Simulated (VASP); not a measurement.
# Ge (P6_3/mmc) in VASP: further runs

The runs below take Ge through single point, with PBE.

All numbers are computed with VASP 6.6.1; they aren't measurements. Logs are shortened: lines on timing, memory, paths and dates and some standing lists are left out, and cuts for length are marked.

## (1) The cell of the first run

The structure is hexagonal, space group P6_3/mmc (No. 194). Conventional cell: a = 2.394 Å, b = 2.394 Å, c = 3.901 Å, α = 90.00°, β = 90.00°, γ = 120.00°. Ge (site symmetry -6m2) has 12 Ge at 2.39 Å within 3.2 Å.

This isn't the form of Ge at room conditions, which is diamond.

## (2) Single point, PBE

File INCAR:

```
SYSTEM = Ge
PREC = Accurate
ENCUT = 520
EDIFF = 1E-6
ISMEAR = -1
SIGMA = 0.1
LREAL = .FALSE.
LASPH = .TRUE.
NELM = 80
ALGO = Normal
ISIF = 2
LWAVE = .FALSE.
LCHARG = .TRUE.
GGA = PE
LELF = .TRUE.
LVHAR = .TRUE.
NBANDS = 21
```

File KPOINTS:

```
Automatic mesh
0
G
  14 14 8
  0 0 0
```

File POSCAR:

```
Ge
1.0
    2.3941767970      0.0000000000      0.0000000000
   -1.1970883985      2.0734179273      0.0000000000
    0.0000000000      0.0000000000      3.9012072909
Ge
2
Direct
    0.3333333333      0.6666666667      0.2500000000
    0.6666666667      0.3333333333      0.7500000000
```

Potentials or basis: VASP PAW PBE potentials, release 64 (Ge_d).

Launch:

```bash
cat potpaw_PBE.64/Ge_d/POTCAR > POTCAR
mpirun -np 1 vasp_std > vasp.out
```

OUTCAR:

```text
SYSTEM = Ge
   PREC = Accurate
   ENCUT = 520
   EDIFF = 1E-6
   ISMEAR = -1
   LREAL = .FALSE.
   LASPH = .TRUE.
   NELM = 80
   ISIF = 2
   GGA = PE

 ion  position               nearest neighbor table
   1  0.333  0.667  0.250-   2 2.39   2 2.39   2 2.39   2 2.39   2 2.39   2 2.39
   2  0.667  0.333  0.750-   1 2.39   1 2.39   1 2.39   1 2.39   1 2.39   1 2.39

  LATTYP: Found a hexagonal cell.
 ALAT       =     2.3941767970
 C/A-ratio  =     1.6294566449

  Lattice vectors:

 A1 = (   2.3941767970,   0.0000000000,   0.0000000000)
 A2 = (  -1.1970883985,   2.0734179273,   0.0000000000)
 A3 = (   0.0000000000,   0.0000000000,   3.9012072909)

Analysis of symmetry for initial positions (statically):
=====================================================================
 Subroutine PRICEL returns:
 Original cell was already a primitive cell.

 Routine SETGRP: Setting up the symmetry group for a
 hexagonal supercell.

 Subroutine GETGRP returns: Found 24 space group operations
 (whereof 12 operations were pure point group operations)
 out of a pool of 24 trial point group operations.

The static configuration has the point symmetry D_3d.
 The point group associated with its full space group is D_6h.

Analysis of symmetry for dynamics (positions and initial velocities):
=====================================================================
 Subroutine PRICEL returns:
 Original cell was already a primitive cell.

 Routine SETGRP: Setting up the symmetry group for a
 hexagonal supercell.

 Subroutine GETGRP returns: Found 24 space group operations
 (whereof 12 operations were pure point group operations)
 out of a pool of 24 trial point group operations.

The dynamic configuration has the point symmetry D_3d.
 The point group associated with its full space group is D_6h.

 Subroutine INISYM returns: Found 24 space group operations
 (whereof 12 operations are pure point group operations),
 and found     1 'primitive' translations

----------------------------------------------------------------------------------------

                                     Primitive cell

  volume of cell :      19.3661

  direct lattice vectors                    reciprocal lattice vectors
     2.394176797  0.000000000  0.000000000     0.417680098  0.241147717  0.000000000
    -1.197088399  2.073417927  0.000000000     0.000000000  0.482295434  0.000000000
     0.000000000  0.000000000  3.901207291     0.000000000  0.000000000  0.256330906

  length of vectors
[... 80 lines left out ...]
   ENCUT  =  520.0 eV  38.22 Ry    6.18 a.u.   4.45  4.45  7.25*2*pi/ulx,y,z
   NELM   =     80;   NELMIN=  2; NELMDL= -5     # of ELM steps
   EDIFF  = 0.1E-05   stopping-criterion for ELM
   LREAL  =      F    real-space projection
   EDIFFG = 0.1E-04   stopping-criterion for IOM
   NSW    =      0    number of steps for IOM
   IBRION =     -1    ionic relax: 0-MD 1-quasi-New 2-CG
   NFREE  =      0    steps in history (QN), initial steepest desc. (CG)
   ISIF   =      2    stress and relaxation
   ISYM   =      2    0-nonsym 1-usesym 2-fastsym
   POTIM  = 0.5000    time-step for ionic-motion
   TEBEG  =    0.0;   TEEND  =   0.0 temperature during run
   PSTRESS=    0.0 pullay stress
   NELECT =      28.0000    total number of electrons
   NUPDOWN=      -1.0000    fix difference up-down
   EMIN   =  10.00;   EMAX   =-10.00  energy-range for DOS
   EFERMI =   0.00;   METHOD = LEGACY
   ISMEAR =    -1;   SIGMA  =   0.10  broadening in eV -4-tet -1-fermi 0-gaus
   EFERMI_NEDOS =   21; number of points for ismear=-14 and -15
   IALGO  =     38    algorithm
   IMIX   =      4    mixing-type and parameters
     AMIX     =   0.40;   BMIX     =  1.00
     AMIX_MAG =   1.60;   BMIX_MAG =  1.00
  volume/ion in A,a.u.               =       9.68        65.34
  Fermi-wavevector in a.u.,A,eV,Ry     =   1.851172  3.498208 46.624966  3.426838
  Thomas-Fermi vector in A             =   2.901198
   LORBIT       =      0    0 simple, 1 ext, 2 COOP (PROOUT), +10 PAW based schemes
   GGA     = PE    functional components
   LHFCALC =     F    Hartree Fock is set to
   AEXX    =    0.0000 exact exchange contribution
   IVDW    =     0    specifies the selected vdW correction
   LEPSILON=     F    determine dielectric tensor
   LRPA    =     F    only Hartree local field effects (RPA)
 non-spin polarized calculation
  energy-cutoff  :      520.00
  volume of cell :       19.37
 maximum number of plane-waves:       549
 NGX is ok and might be reduce to    18
   NGX =  9   NGY =  9   NGZ = 15

 number of electron      28.0000039 magnetization

 Free energy of the ion-electron system (eV)
  ---------------------------------------------------
  ext. energy  EPLUGINS =         0.00000000
  ---------------------------------------------------
  free energy    TOTEN  =        -1.69335611 eV

  energy without entropy =       -1.67626420  energy(sigma->0) =       -1.68481015

 E-fermi :  16.9551     XC(G=0): -15.1174

 val. band max:       16.9435593477   @ k =   0.2143   0.0000   0.3750
 cond. band min:      16.9922545706   @ k =   0.5000   0.0000   0.0000
 fundamental gap:      0.0486952229
 Fermi energy:        16.9551301422

 k-point     1 :       0.0000    0.0000    0.0000
  band No.  band energies     occupation
      1      -9.4370      2.00000
      2      -9.1812      2.00000
      3      -9.1387      2.00000
      4      -9.1387      2.00000
      5      -9.0746      2.00000
      6      -9.0746      2.00000
[... 565 lines left out ...]
     20      40.0252      0.00000
     21      44.3957      0.00000

 [... further k-points ...]

------------------------ aborting loop because EDIFF is reached ----------------------------------------

  FORCE on cell =-STRESS in cart. coord.  units (eV):
  Direction    XX          YY          ZZ          XY          YZ          ZX
  --------------------------------------------------------------------------------------
  -------------------------------------------------------------------------------------
  Total       25.2679698     25.2679698     25.2672282      0.0000000      0.0000000      0.0000000
  in kB     2090.4454449   2090.4454448   2090.3840855      0.0000000      0.0000000      0.0000000
  external PRESSURE =    2090.4249917 kB  Pullay stress =       0.0000000 kB

 VOLUME and BASIS-vectors are now :
 -----------------------------------------------------------------------------
  energy-cutoff  :      520.00
  volume of cell :       19.37
      direct lattice vectors                 reciprocal lattice vectors
     2.394176797  0.000000000  0.000000000     0.417680098  0.241147717  0.000000000
    -1.197088399  2.073417927  0.000000000     0.000000000  0.482295434  0.000000000
     0.000000000  0.000000000  3.901207291     0.000000000  0.000000000  0.256330906

 POSITION                                       TOTAL-FORCE (eV/Angst)
 -----------------------------------------------------------------------------------
     -0.00000      1.38228      0.97530         0.000000      0.000000      0.000000
      1.19709      0.69114      2.92591        -0.000000      0.000000      0.000000
 -----------------------------------------------------------------------------------
    total drift:                                0.000000     -0.000000      0.000000

  FREE ENERGIE OF THE ION-ELECTRON SYSTEM (eV)
  ---------------------------------------------------
  free  energy   TOTEN  =        -1.6933561083 eV

  energy  without entropy=       -1.6762641962  energy(sigma->0) =       -1.68481015
```

Wall time 22 s (1 thread of Intel Xeon 6975P-C (Granite Rapids), shared host); peak memory 0.15 GiB.

What came out:

| Quantity | Value |
| --- | --- |
| Free energy | -1.6934 eV |
| Pressure | 209.0 GPa |
| Band gap on the k mesh | zero (bands 14 and 15 overlap by 17.43 eV) |

Caveat: the cell stands under pressure.

## (3) Single point, PBE

This run uses another cell than the first one, of 11.62 Å³/atom.

File INCAR:

```
PREC     = Accurate       # precision mode
ENCUT    = 520            # plane-wave cutoff, eV
EDIFF    = 1E-6           # SCF threshold, eV
ISMEAR   = -1             # smearing method
SIGMA    = 0.1            # smearing width, eV
LREAL    = False          # projectors in reciprocal space
LASPH    = True           # aspherical terms in the spheres
NELM     = 60             # most SCF steps
ALGO     = Normal         # electronic algorithm
ISIF     = 2              # what is computed and relaxed
LWAVE    = False          # write WAVECAR
LCHARG   = True           # write CHGCAR
GGA      = PE             # functional
LELF     = True           # ELF
LVHAR    = True         
NBANDS   = 21             # bands
```

File KPOINTS:

```
Automatic mesh
0
Gamma
  14 14 8
```

File POSCAR:

```
Ge
1.0
    2.5469541455      0.0000000000      0.0000000000
   -1.2734770727      2.2057269923      0.0000000000
    0.0000000000      0.0000000000      4.1366659931
Ge
2
Direct
    0.3333333333      0.6666666667      0.2500000000
    0.6666666667      0.3333333333      0.7500000000
```

Potentials or basis: VASP PAW PBE potentials, release 64 (Ge_d).

Launch:

```bash
cat potpaw_PBE.64/Ge_d/POTCAR > POTCAR
mpirun -np 1 vasp_std > vasp.out
```

OUTCAR:

```text
PREC = Accurate
   ENCUT = 520
   EDIFF = 1E-6
   ISMEAR = -1
   LREAL = False
   LASPH = True
   NELM = 60
   ISIF = 2
   GGA = PE

 ion  position               nearest neighbor table
   1  0.333  0.667  0.250-   2 2.54   2 2.54   2 2.54   2 2.54   2 2.54   2 2.54
   2  0.667  0.333  0.750-   1 2.54   1 2.54   1 2.54   1 2.54   1 2.54   1 2.54

  LATTYP: Found a hexagonal cell.
 ALAT       =     2.5469541455
 C/A-ratio  =     1.6241619428

  Lattice vectors:

 A1 = (   2.5469541455,   0.0000000000,   0.0000000000)
 A2 = (  -1.2734770727,   2.2057269923,   0.0000000000)
 A3 = (   0.0000000000,   0.0000000000,   4.1366659931)

Analysis of symmetry for initial positions (statically):
=====================================================================
 Subroutine PRICEL returns:
 Original cell was already a primitive cell.

 Routine SETGRP: Setting up the symmetry group for a
 hexagonal supercell.

 Subroutine GETGRP returns: Found 24 space group operations
 (whereof 12 operations were pure point group operations)
 out of a pool of 24 trial point group operations.

The static configuration has the point symmetry D_3d.
 The point group associated with its full space group is D_6h.

Analysis of symmetry for dynamics (positions and initial velocities):
=====================================================================
 Subroutine PRICEL returns:
 Original cell was already a primitive cell.

 Routine SETGRP: Setting up the symmetry group for a
 hexagonal supercell.

 Subroutine GETGRP returns: Found 24 space group operations
 (whereof 12 operations were pure point group operations)
 out of a pool of 24 trial point group operations.

The dynamic configuration has the point symmetry D_3d.
 The point group associated with its full space group is D_6h.

 Subroutine INISYM returns: Found 24 space group operations
 (whereof 12 operations are pure point group operations),
 and found     1 'primitive' translations

----------------------------------------------------------------------------------------

                                     Primitive cell

  volume of cell :      23.2393

  direct lattice vectors                    reciprocal lattice vectors
     2.546954145  0.000000000  0.000000000     0.392625836  0.226682632  0.000000000
    -1.273477073  2.205726992  0.000000000     0.000000000  0.453365264  0.000000000
     0.000000000  0.000000000  4.136665993     0.000000000  0.000000000  0.241740571

  length of vectors
     2.546954145  2.546954145  4.136665993     0.453365264  0.453365264  0.241740571

  position of ions in fractional coordinates (direct lattice)
     0.333333333  0.666666667  0.250000000
     0.666666667  0.333333333  0.750000000

  ion indices of the primitive-cell ions
   primitive index   ion index
                 1           1
                 2           2

----------------------------------------------------------------------------------------

 KPOINTS: Automatic mesh

Automatic generation of k-mesh.
 Grid dimensions read from file:
 generate k-points for:   14   14    8

 Generating k-lattice:

  Cartesian coordinates                     Fractional coordinates (reciprocal lattice)
     0.028044703  0.016191617  0.000000000     0.071428571  0.000000000  0.000000000
     0.000000000  0.032383233  0.000000000     0.000000000  0.071428571  0.000000000
     0.000000000  0.000000000  0.030217571     0.000000000  0.000000000  0.125000000

  Length of vectors
     0.032383233  0.032383233  0.030217571

  Shift w.r.t. Gamma in fractional coordinates (k-lattice)
     0.000000000  0.000000000  0.000000000

 Subroutine IBZKPT returns following result:
 ===========================================

 Found    120 irreducible k-points:

 Following reciprocal coordinates:
            Coordinates               Weight
  0.000000  0.000000  0.000000      1.000000
  0.071429  0.000000  0.000000      6.000000
  0.142857  0.000000  0.000000      6.000000
  0.214286  0.000000  0.000000      6.000000
  0.285714  0.000000  0.000000      6.000000
  0.357143  0.000000  0.000000      6.000000
[... 16 lines left out ...]
  0.285714  0.285714  0.000000      6.000000
  0.357143  0.285714  0.000000      6.000000
 [... further k-points ...]
   k-points           NKPTS =    120   k-points in BZ     NKDIM =    120   number of bands    NBANDS=     21
   number of dos      NEDOS =    301   number of ions     NIONS =      2
   total plane-waves  NPLWV =  12800
   dimension x,y,z NGX =    20 NGY =   20 NGZ =   32
   dimension x,y,z NGXF=    40 NGYF=   40 NGZF=   64
   ions per type =               2
   NGX,Y,Z   is equivalent  to a cutoff of  13.05, 13.05, 12.86 a.u.
   NGXF,Y,Z  is equivalent  to a cutoff of  26.11, 26.11, 25.72 a.u.
 SYSTEM =  unknown system
   PREC   = accura    normal or accurate (medium, high low for compatibility)
   ISTART =      0    job   : 0-new  1-cont  2-samecut
   ICHARG =      2    charge: 1-file 2-atom 10-const
   ISPIN  =      1    spin polarized calculation?
   LNONCOLLINEAR =      F non collinear calculations
   LSORBIT =      F    spin-orbit coupling
   LASPH  =      T    aspherical Exc in radial PAW
   ENCUT  =  520.0 eV  38.22 Ry    6.18 a.u.   4.74  4.74  7.69*2*pi/ulx,y,z
   NELM   =     60;   NELMIN=  2; NELMDL= -5     # of ELM steps
   EDIFF  = 0.1E-05   stopping-criterion for ELM
   LREAL  =      F    real-space projection
   EDIFFG = 0.1E-04   stopping-criterion for IOM
   NSW    =      0    number of steps for IOM
   IBRION =     -1    ionic relax: 0-MD 1-quasi-New 2-CG
   NFREE  =      0    steps in history (QN), initial steepest desc. (CG)
   ISIF   =      2    stress and relaxation
   ISYM   =      2    0-nonsym 1-usesym 2-fastsym
   POTIM  = 0.5000    time-step for ionic-motion
   TEBEG  =    0.0;   TEEND  =   0.0 temperature during run
   PSTRESS=    0.0 pullay stress
   NELECT =      28.0000    total number of electrons
   NUPDOWN=      -1.0000    fix difference up-down
   EMIN   =  10.00;   EMAX   =-10.00  energy-range for DOS
   EFERMI =   0.00;   METHOD = LEGACY
   ISMEAR =    -1;   SIGMA  =   0.10  broadening in eV -4-tet -1-fermi 0-gaus
   EFERMI_NEDOS =   21; number of points for ismear=-14 and -15
   IALGO  =     38    algorithm
   IMIX   =      4    mixing-type and parameters
     AMIX     =   0.40;   BMIX     =  1.00
     AMIX_MAG =   1.60;   BMIX_MAG =  1.00
  volume/ion in A,a.u.               =      11.62        78.41
  Fermi-wavevector in a.u.,A,eV,Ry     =   1.742020  3.291940 41.288683  3.034633
  Thomas-Fermi vector in A             =   2.814365
   LORBIT       =      0    0 simple, 1 ext, 2 COOP (PROOUT), +10 PAW based schemes
   GGA     = PE    functional components
   LHFCALC =     F    Hartree Fock is set to
   AEXX    =    0.0000 exact exchange contribution
   IVDW    =     0    specifies the selected vdW correction
   LEPSILON=     F    determine dielectric tensor
   LRPA    =     F    only Hartree local field effects (RPA)
 non-spin polarized calculation
  energy-cutoff  :      520.00
  volume of cell :       23.24
 maximum number of plane-waves:       646
 NGX is ok and might be reduce to    20
   NGX =  9   NGY =  9   NGZ = 15

 number of electron      28.0000019 magnetization

 Free energy of the ion-electron system (eV)
  ---------------------------------------------------
  ext. energy  EPLUGINS =         0.00000000
  ---------------------------------------------------
  free energy    TOTEN  =        -5.29249401 eV

  energy without entropy =       -5.27140513  energy(sigma->0) =       -5.28194957

 E-fermi :  13.5474     XC(G=0): -13.9703

 val. band max:       13.4637261229   @ k =   0.3571   0.2143   0.3750
 cond. band min:      13.5574557228   @ k =   0.2143   0.2143   0.5000
 fundamental gap:      0.0937295999
 Fermi energy:        13.5473740756

 k-point     1 :       0.0000    0.0000    0.0000
  band No.  band energies     occupation
      1     -12.0742      2.00000
      2     -11.9592      2.00000
      3     -11.9343      2.00000
      4     -11.9343      2.00000
      5     -11.8969      2.00000
      6     -11.8969      2.00000
[... 13 lines left out ...]
     20      29.2809      0.00000
     21      32.7104      0.00000
[... 529 lines left out ...]
 k-point    24 :       0.3571    0.2857    0.0000
  band No.  band energies     occupation
      1     -12.1249      2.00000
      2     -11.9718      2.00000
      3     -11.9156      2.00000
      4     -11.9000      2.00000
      5     -11.8638      2.00000
      6     -11.8195      2.00000
[... 13 lines left out ...]
     20      34.1194      0.00000
     21      38.1520      0.00000

 [... further k-points ...]

------------------------ aborting loop because EDIFF is reached ----------------------------------------

  FORCE on cell =-STRESS in cart. coord.  units (eV):
  Direction    XX          YY          ZZ          XY          YZ          ZX
  --------------------------------------------------------------------------------------
  -------------------------------------------------------------------------------------
  Total       14.7168743     14.7168743     14.7887541      0.0000000      0.0000000      0.0000000
  in kB     1014.6186049   1014.6186049   1019.5741819      0.0000000      0.0000000      0.0000000
  external PRESSURE =    1016.2704639 kB  Pullay stress =       0.0000000 kB

 VOLUME and BASIS-vectors are now :
 -----------------------------------------------------------------------------
  energy-cutoff  :      520.00
  volume of cell :       23.24
      direct lattice vectors                 reciprocal lattice vectors
     2.546954145  0.000000000  0.000000000     0.392625836  0.226682632  0.000000000
    -1.273477073  2.205726992  0.000000000     0.000000000  0.453365264  0.000000000
     0.000000000  0.000000000  4.136665993     0.000000000  0.000000000  0.241740571

 POSITION                                       TOTAL-FORCE (eV/Angst)
 -----------------------------------------------------------------------------------
     -0.00000      1.47048      1.03417         0.000000      0.000000     -0.000000
      1.27348      0.73524      3.10250        -0.000000     -0.000000      0.000000
 -----------------------------------------------------------------------------------
    total drift:                               -0.000000      0.000000      0.000000

  FREE ENERGIE OF THE ION-ELECTRON SYSTEM (eV)
  ---------------------------------------------------
  free  energy   TOTEN  =        -5.2924940103 eV

  energy  without entropy=       -5.2714051336  energy(sigma->0) =       -5.28194957
```

Wall time 22 s (1 thread of Intel Xeon 6975P-C (Granite Rapids), shared host); peak memory 0.16 GiB.

What came out:

```
Free energy            : -5.2925 eV
Pressure               : 101.6 GPa
Band gap on the k mesh : zero (bands 14 and 15 overlap by 15.25 eV)
```

Caveat: the cell stands under pressure.
